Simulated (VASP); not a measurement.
# AsSe3 (P6_3/mmc) in VASP: a series of runs

The runs below take AsSe3 through single point, with PBE.

Program: VASP 6.6.1. These are calculated values, not measurements. Logs are shortened: lines on timing, memory, paths and dates and some standing lists are left out, and cuts for length are marked.

## (1) The cell of the first run

It takes space group P6_3/mmc (No. 194, hexagonal). Conventional cell: a = 7.683 Å, b = 7.683 Å, c = 3.610 Å, α = 90.00°, β = 90.00°, γ = 120.00°. As (site symmetry -6m2) has 12 Se at 2.71 to 3.85 Å and 2 As at 3.61 Å within 3.9 Å. Within 3.9 Å of Se (site symmetry mm2) lie 4 As at 2.71 to 3.85 Å and 8 Se at 3.01 to 3.61 Å.

The cell was generated, and may not be a known phase.

## (2) Single point, PBE

File INCAR:

```
ALGO = Normal
EDIFF = 1E-6
ENCUT = 520
GGA = PE
ISIF = 2
ISMEAR = 0
LASPH = True
LCHARG = False
LREAL = False
LWAVE = False
NBANDS = 33
NELM = 60
PREC = Accurate
SIGMA = 0.1
```

File KPOINTS:

```
k-points
0
Gamma
  3 3 4
```

File POSCAR:

```
AsSe3
1.0
    7.6831714157      0.0000000034      0.0000000000
   -3.8415857108      6.6538216260      0.0000000000
    0.0000000000      0.0000000000      3.6102324795
As Se
2 6
Direct
    0.3333333333      0.6666666667      0.7500000000
    0.6666666667      0.3333333333      0.2500000000
    0.1811121539      0.3622243077      0.2500000000
    0.6377756923      0.8188878461      0.2500000000
    0.1811121539      0.8188878461      0.2500000000
    0.8188878461      0.6377756923      0.7500000000
    0.3622243077      0.1811121539      0.7500000000
    0.8188878461      0.1811121539      0.7500000000
```

Potentials or basis: VASP PAW PBE potentials, release 64 (As, Se).

Started as:

```console
$ cat potpaw_PBE.64/As/POTCAR potpaw_PBE.64/Se/POTCAR > POTCAR
$ mpirun -np 1 vasp_std > vasp.out
```

OUTCAR:

```text
EDIFF = 1E-6
   ENCUT = 520
   GGA = PE
   ISIF = 2
   ISMEAR = 0
   LASPH = True
   LREAL = False
   NELM = 60
   PREC = Accurate

 ion  position               nearest neighbor table
   1  0.333  0.667  0.750-   5 2.71   5 2.71   4 2.71   4 2.71   3 2.71   3 2.71
   2  0.667  0.333  0.250-   8 2.71   8 2.71   7 2.71   7 2.71   6 2.71   6 2.71
   3  0.181  0.362  0.250-   1 2.71   1 2.71
   4  0.638  0.819  0.250-   1 2.71   1 2.71
   5  0.181  0.819  0.250-   1 2.71   1 2.71
   6  0.819  0.638  0.750-   2 2.71   2 2.71
   7  0.362  0.181  0.750-   2 2.71   2 2.71
   8  0.819  0.181  0.750-   2 2.71   2 2.71

  LATTYP: Found a hexagonal cell.
 ALAT       =     7.6831714157
 C/A-ratio  =     0.4698883162

  Lattice vectors:

 A1 = (   7.6831714157,   0.0000000034,   0.0000000000)
 A2 = (  -3.8415857108,   6.6538216260,   0.0000000000)
 A3 = (   0.0000000000,   0.0000000000,   3.6102324795)

Analysis of symmetry for initial positions (statically):
=====================================================================
 Subroutine PRICEL returns:
 Original cell was already a primitive cell.

 Routine SETGRP: Setting up the symmetry group for a
 hexagonal supercell.

 Subroutine GETGRP returns: Found 24 space group operations
 (whereof 12 operations were pure point group operations)
 out of a pool of 24 trial point group operations.

The static configuration has the point symmetry D_3d.
 The point group associated with its full space group is D_6h.

Analysis of symmetry for dynamics (positions and initial velocities):
=====================================================================
 Subroutine PRICEL returns:
 Original cell was already a primitive cell.

 Routine SETGRP: Setting up the symmetry group for a
 hexagonal supercell.

 Subroutine GETGRP returns: Found 24 space group operations
 (whereof 12 operations were pure point group operations)
 out of a pool of 24 trial point group operations.

The dynamic configuration has the point symmetry D_3d.
 The point group associated with its full space group is D_6h.

 Subroutine INISYM returns: Found 24 space group operations
 (whereof 12 operations are pure point group operations),
 and found     1 'primitive' translations

----------------------------------------------------------------------------------------

                                     Primitive cell

  volume of cell :     184.5639

  direct lattice vectors                    reciprocal lattice vectors
     7.683171416  0.000000003  0.000000000     0.130154587  0.075144786  0.000000000
    -3.841585711  6.653821626  0.000000000    -0.000000000  0.150289571  0.000000000
     0.000000000  0.000000000  3.610232480     0.000000000  0.000000000  0.276990472

  length of vectors
     7.683171416  7.683171416  3.610232480     0.150289571  0.150289571  0.276990472

  position of ions in fractional coordinates (direct lattice)
     0.333333333  0.666666667  0.750000000
     0.666666667  0.333333333  0.250000000
     0.181112154  0.362224308  0.250000000
     0.637775692  0.818887846  0.250000000
     0.181112154  0.818887846  0.250000000
     0.818887846  0.637775692  0.750000000
     0.362224308  0.181112154  0.750000000
     0.818887846  0.181112154  0.750000000

  ion indices of the primitive-cell ions
   primitive index   ion index
                 1           1
                 2           2
                 3           3
                 4           4
                 5           5
                 6           6
                 7           7
                 8           8

----------------------------------------------------------------------------------------

 KPOINTS: k-points

Automatic generation of k-mesh.
 Grid dimensions read from file:
 generate k-points for:    3    3    4

 Generating k-lattice:

  Cartesian coordinates                     Fractional coordinates (reciprocal lattice)
     0.043384862  0.025048262  0.000000000     0.333333333  0.000000000  0.000000000
    -0.000000000  0.050096524  0.000000000     0.000000000  0.333333333  0.000000000
     0.000000000  0.000000000  0.069247618     0.000000000  0.000000000  0.250000000

  Length of vectors
     0.050096524  0.050096524  0.069247618

  Shift w.r.t. Gamma in fractional coordinates (k-lattice)
     0.000000000  0.000000000  0.000000000

 Subroutine IBZKPT returns following result:
 ===========================================

 Found      9 irreducible k-points:

 Following reciprocal coordinates:
            Coordinates               Weight
  0.000000  0.000000  0.000000      1.000000
  0.333333  0.000000  0.000000      6.000000
  0.333333  0.333333  0.000000      2.000000
  0.000000  0.000000  0.250000      2.000000
  0.333333  0.000000  0.250000     12.000000
  0.333333  0.333333  0.250000      4.000000
  0.000000  0.000000  0.500000      1.000000
  0.333333  0.000000  0.500000      6.000000
  0.333333  0.333333  0.500000      2.000000
   k-points           NKPTS =      9   k-points in BZ     NKDIM =      9   number of bands    NBANDS=     33
   number of dos      NEDOS =    301   number of ions     NIONS =      8
   total plane-waves  NPLWV = 100800
   dimension x,y,z NGX =    60 NGY =   60 NGZ =   28
   dimension x,y,z NGXF=   120 NGYF=  120 NGZF=   56
   ions per type =               2   6
   NGX,Y,Z   is equivalent  to a cutoff of  12.98, 12.98, 12.89 a.u.
   NGXF,Y,Z  is equivalent  to a cutoff of  25.97, 25.97, 25.79 a.u.
 SYSTEM =  unknown system
   PREC   = accura    normal or accurate (medium, high low for compatibility)
   ISTART =      0    job   : 0-new  1-cont  2-samecut
   ICHARG =      2    charge: 1-file 2-atom 10-const
   ISPIN  =      1    spin polarized calculation?
   LNONCOLLINEAR =      F non collinear calculations
   LSORBIT =      F    spin-orbit coupling
   LASPH  =      T    aspherical Exc in radial PAW
   ENCUT  =  520.0 eV  38.22 Ry    6.18 a.u.  14.29 14.29  6.71*2*pi/ulx,y,z
   NELM   =     60;   NELMIN=  2; NELMDL= -5     # of ELM steps
   EDIFF  = 0.1E-05   stopping-criterion for ELM
   LREAL  =      F    real-space projection
   EDIFFG = 0.1E-04   stopping-criterion for IOM
   NSW    =      0    number of steps for IOM
   IBRION =     -1    ionic relax: 0-MD 1-quasi-New 2-CG
   NFREE  =      0    steps in history (QN), initial steepest desc. (CG)
   ISIF   =      2    stress and relaxation
   ISYM   =      2    0-nonsym 1-usesym 2-fastsym
   POTIM  = 0.5000    time-step for ionic-motion
   TEBEG  =    0.0;   TEEND  =   0.0 temperature during run
   PSTRESS=    0.0 pullay stress
   NELECT =      46.0000    total number of electrons
   NUPDOWN=      -1.0000    fix difference up-down
   EMIN   =  10.00;   EMAX   =-10.00  energy-range for DOS
   EFERMI =   0.00;   METHOD = LEGACY
   ISMEAR =     0;   SIGMA  =   0.10  broadening in eV -4-tet -1-fermi 0-gaus
   EFERMI_NEDOS =   21; number of points for ismear=-14 and -15
   IALGO  =     38    algorithm
   IMIX   =      4    mixing-type and parameters
     AMIX     =   0.40;   BMIX     =  1.00
     AMIX_MAG =   1.60;   BMIX_MAG =  1.00
  volume/ion in A,a.u.               =      23.07       155.69
  Fermi-wavevector in a.u.,A,eV,Ry     =   1.030256  1.946902 14.441597  1.061427
  Thomas-Fermi vector in A             =   2.164345
   LORBIT       =      0    0 simple, 1 ext, 2 COOP (PROOUT), +10 PAW based schemes
   GGA     = PE    functional components
   LHFCALC =     F    Hartree Fock is set to
   AEXX    =    0.0000 exact exchange contribution
   IVDW    =     0    specifies the selected vdW correction
   LEPSILON=     F    determine dielectric tensor
   LRPA    =     F    only Hartree local field effects (RPA)
 non-spin polarized calculation
 Gauss-broadening in eV      SIGMA  =   0.10
  energy-cutoff  :      520.00
  volume of cell :      184.56
 maximum number of plane-waves:      4999
 NGX is ok and might be reduce to    60
   NGX = 29   NGY = 29   NGZ = 13

 number of electron      46.0000001 magnetization

 Free energy of the ion-electron system (eV)
  ---------------------------------------------------
  ext. energy  EPLUGINS =         0.00000000
  ---------------------------------------------------
  free energy    TOTEN  =       -28.11910367 eV

  energy without entropy =      -28.08574135  energy(sigma->0) =      -28.10242251

 E-fermi :   4.3281     XC(G=0):  -9.7563

 val. band max:        4.2907684156   @ k =   0.3333   0.0000   0.0000
 cond. band min:       4.3506707947   @ k =   0.3333   0.3333   0.0000
 fundamental gap:      0.0599023791
 Fermi energy:         4.3281216573

 k-point     1 :       0.0000    0.0000    0.0000
  band No.  band energies     occupation
      1     -11.1320      2.00000
      2      -9.5428      2.00000
      3      -9.3505      2.00000
      4      -9.3505      2.00000
      5      -8.2587      2.00000
      6      -8.2587      2.00000
[... 25 lines left out ...]
     32       8.1285      0.00000
     33       8.5247      0.00000

 k-point     2 :       0.3333    0.0000    0.0000
  band No.  band energies     occupation
      1     -10.8820      2.00000
      2     -10.1214      2.00000
      3      -9.4527      2.00000
      4      -9.4223      2.00000
      5      -8.1310      2.00000
      6      -7.7353      2.00000
[... 25 lines left out ...]
     32       7.8472      0.00000
     33       9.1212      0.00000
[... 214 lines left out ...]
     32       7.9958      0.00000
     33      11.3380      0.00000

 k-point     9 :       0.3333    0.3333    0.5000
  band No.  band energies     occupation
      1      -8.8841      2.00000
      2      -8.8841      2.00000
      3      -8.3292      2.00000
      4      -8.3292      2.00000
      5      -8.1954      2.00000
      6      -8.1954      2.00000
[... 25 lines left out ...]
     32       8.5375      0.00000
     33      11.3070      0.00000

------------------------ aborting loop because EDIFF is reached ----------------------------------------

  FORCE on cell =-STRESS in cart. coord.  units (eV):
  Direction    XX          YY          ZZ          XY          YZ          ZX
  --------------------------------------------------------------------------------------
  -------------------------------------------------------------------------------------
  Total        0.2046321      0.2046321      0.2323011     -0.0000000     -0.0000000      0.0000000
  in kB        1.7763863      1.7763863      2.0165775     -0.0000000     -0.0000000      0.0000000
  external PRESSURE =       1.8564500 kB  Pullay stress =       0.0000000 kB

 VOLUME and BASIS-vectors are now :
 -----------------------------------------------------------------------------
  energy-cutoff  :      520.00
  volume of cell :      184.56
      direct lattice vectors                 reciprocal lattice vectors
     7.683171416  0.000000003  0.000000000     0.130154587  0.075144786  0.000000000
    -3.841585711  6.653821626  0.000000000    -0.000000000  0.150289571  0.000000000
     0.000000000  0.000000000  3.610232480     0.000000000  0.000000000  0.276990472

 POSITION                                       TOTAL-FORCE (eV/Angst)
 -----------------------------------------------------------------------------------
     -0.00000      4.43588      2.70767         0.000000      0.000000      0.000000
      3.84159      2.21794      0.90256        -0.000000      0.000000      0.000000
     -0.00000      2.41018      0.90256         0.000000     -0.009783     -0.000000
      1.75431      5.44873      0.90256         0.008472      0.004891     -0.000000
     -1.75431      5.44873      0.90256        -0.008472      0.004891      0.000000
      3.84159      4.24365      2.70767        -0.000000      0.009783      0.000000
      2.08727      1.20509      2.70767        -0.008472     -0.004891      0.000000
      5.59590      1.20509      2.70767         0.008472     -0.004891      0.000000
 -----------------------------------------------------------------------------------
    total drift:                                0.000000     -0.000000      0.000000

  FREE ENERGIE OF THE ION-ELECTRON SYSTEM (eV)
  ---------------------------------------------------
  free  energy   TOTEN  =       -28.1191036658 eV

  energy  without entropy=      -28.0857413459  energy(sigma->0) =      -28.10242251
```

Run time: 48 s. Hardware: 1 thread of Intel Xeon 6975P-C (Granite Rapids), shared host; peak memory 0.31 GiB.

Results:

* Free energy: -28.1191 eV
* Pressure: 0.2 GPa
* Largest force: 0.010 eV/Å
* Band gap on the k mesh: zero (bands 23 and 24 overlap by 1.52 eV)

Forces on the atoms (eV/Å):
```
As   0.000  0.000  0.000
As   0.000  0.000  0.000
Se   0.000 -0.010  0.000
Se   0.008  0.005  0.000
Se  -0.008  0.005  0.000
Se   0.000  0.010  0.000
Se  -0.008 -0.005  0.000
Se   0.008 -0.005  0.000
```

Caveat: the k points lie up to 0.44 Å⁻¹ apart, too coarse for converged energies and pressures of a metal.

## (3) Single point, PBE

This run uses another cell than the first one, of 25.47 Å³/atom.

File INCAR:

```
SYSTEM = AsSe3
PREC = Accurate
ENCUT = 520
EDIFF = 1E-6
ISMEAR = 0
SIGMA = 0.1
LREAL = .False.
LASPH = .True.
NELM = 60
ALGO = Normal
ISIF = 2
LWAVE = .False.
LCHARG = .True.
GGA = PE
LELF = .True.
LVHAR = .True.
NBANDS = 33
```

File KPOINTS:

```
Automatic mesh
0
Gamma
  3 3 4
  0 0 0
```

File POSCAR:

```
AsSe3
1.0
    6.6188435100      0.0000000000      0.0000000000
   -3.3094217600      5.7320866200      0.0000000000
    0.0000000000      0.0000000000      5.3701978700
As Se
2 6
Direct
    0.3333333300      0.6666666700      0.7500000000
    0.6666666700      0.3333333300      0.2500000000
    0.1686046000      0.3372091900      0.2500000000
    0.6627908100      0.8313954000      0.2500000000
    0.1686046000      0.8313954000      0.2500000000
    0.8313954000      0.6627908100      0.7500000000
    0.3372091900      0.1686046000      0.7500000000
    0.8313954000      0.1686046000      0.7500000000
```

Potentials or basis: VASP PAW PBE potentials, release 64 (As, Se).

Started as:

```console
$ cat potpaw_PBE.64/As/POTCAR potpaw_PBE.64/Se/POTCAR > POTCAR
$ mpirun -np 1 vasp_std > vasp.out
```

OUTCAR:

```text
SYSTEM = AsSe3
   PREC = Accurate
   ENCUT = 520
   EDIFF = 1E-6
   ISMEAR = 0
   LREAL = .False.
   LASPH = .True.
   NELM = 60
   ISIF = 2
   GGA = PE

 ion  position               nearest neighbor table
   1  0.333  0.667  0.750-
   2  0.667  0.333  0.250-
   3  0.169  0.337  0.250-
   4  0.663  0.831  0.250-
   5  0.169  0.831  0.250-
   6  0.831  0.663  0.750-
   7  0.337  0.169  0.750-
   8  0.831  0.169  0.750-
[... 520 lines left out ...]
  -------------------------------------------------------------------------------------
  Total      -10.4599487    -10.4599487    -15.0237367      0.0000000      0.0000000      0.0000000
  in kB      -82.2536145    -82.2536144   -118.1417500      0.0000001      0.0000000      0.0000000
  external PRESSURE =     -94.2163263 kB  Pullay stress =       0.0000000 kB

 VOLUME and BASIS-vectors are now :
 -----------------------------------------------------------------------------
  energy-cutoff  :      520.00
  volume of cell :      203.74
      direct lattice vectors                 reciprocal lattice vectors
     6.618843510  0.000000000  0.000000000     0.151083796  0.087228270  0.000000000
    -3.309421760  5.732086620  0.000000000     0.000000000  0.174456540  0.000000000
     0.000000000  0.000000000  5.370197870     0.000000000  0.000000000  0.186212878

 POSITION                                       TOTAL-FORCE (eV/Angst)
 -----------------------------------------------------------------------------------
     -0.00000      3.82139      4.02765         0.000000     -0.000000     -0.000000
      3.30942      1.91070      1.34255         0.000000     -0.000000     -0.000000
      0.00000      1.93291      1.34255        -0.000000      0.481101     -0.000000
      1.63547      4.76563      1.34255        -0.416646     -0.240551     -0.000000
     -1.63547      4.76563      1.34255         0.416646     -0.240551     -0.000000
      3.30942      3.79917      4.02765         0.000000     -0.481101      0.000000
      1.67395      0.96646      4.02765         0.416646      0.240551      0.000000
      4.94489      0.96646      4.02765        -0.416646      0.240551      0.000000
 -----------------------------------------------------------------------------------
    total drift:                               -0.000015      0.000009      0.000000

  FREE ENERGIE OF THE ION-ELECTRON SYSTEM (eV)
  ---------------------------------------------------
  free  energy   TOTEN  =       -23.6959813687 eV

  energy  without entropy=      -23.6219184666  energy(sigma->0) =      -23.65894992
```

OSZICAR:

```text
N       E                     dE             d eps       ncg     rms          rms(c)
DAV:   1     0.217739792956E+03    0.21774E+03   -0.18427E+04   594   0.118E+03
DAV:   2    -0.568476028466E+01   -0.22342E+03   -0.21432E+03   807   0.180E+02
DAV:   3    -0.240652354559E+02   -0.18380E+02   -0.17855E+02   688   0.550E+01
DAV:   4    -0.243015954797E+02   -0.23636E+00   -0.23529E+00   608   0.726E+00
DAV:   5    -0.243036229269E+02   -0.20274E-02   -0.20267E-02   664   0.663E-01    0.576E+00
DAV:   6    -0.238269801095E+02    0.47664E+00   -0.95817E-01   648   0.426E+00    0.360E+00
DAV:   7    -0.237143813320E+02    0.11260E+00   -0.48970E-01   610   0.261E+00    0.219E+00
DAV:   8    -0.237019873673E+02    0.12394E-01   -0.11179E-01   606   0.148E+00    0.490E-01
DAV:   9    -0.236958651863E+02    0.61222E-02   -0.12006E-02   605   0.513E-01    0.166E-01
DAV:  10    -0.236959675191E+02   -0.10233E-03   -0.14353E-03   605   0.154E-01    0.484E-02
DAV:  11    -0.236959896309E+02   -0.22112E-04   -0.12062E-04   609   0.525E-02    0.250E-02
DAV:  12    -0.236959814497E+02    0.81812E-05   -0.22684E-05   615   0.237E-02    0.569E-03
DAV:  13    -0.236959813687E+02    0.81004E-07   -0.28948E-06   591   0.769E-03
   1 F= -.23695981E+02 E0= -.23658950E+02  d E =-.740629E-01
```

stdout:

```text
POSCAR found type information on POSCAR AsSe
 POSCAR found :  2 types and       8 ions
 scaLAPACK will be used
 LDA part: xc-table for (Slater+PW92), standard interpolation
 POSCAR, INCAR and KPOINTS ok, starting setup
 FFT: planning ... GRIDC
 FFT: planning ... GRID_SOFT
 FFT: planning ... GRID
 WAVECAR not read
 entering main loop
```

It took 71 s on 1 thread of Intel Xeon 6975P-C (Granite Rapids), shared host; peak memory 0.31 GiB.

What came out:

* Free energy: -23.6960 eV
* Pressure: -9.4 GPa
* Largest force: 0.481 eV/Å
* Band gap on the k mesh: zero (bands 23 and 24 overlap by 0.80 eV)

Forces in eV/Å, atoms in the order of the input:
```
As   0.000  0.000  0.000
As   0.000  0.000  0.000
Se   0.000  0.481  0.000
Se  -0.417 -0.241  0.000
Se   0.417 -0.241  0.000
Se   0.000 -0.481  0.000
Se   0.417  0.241  0.000
Se  -0.417  0.241  0.000
```

Caveat: the k points lie up to 0.37 Å⁻¹ apart, too coarse for converged energies and pressures of a metal.

The gap in the log of VASP goes by the Fermi energy; the results here count the filled bands.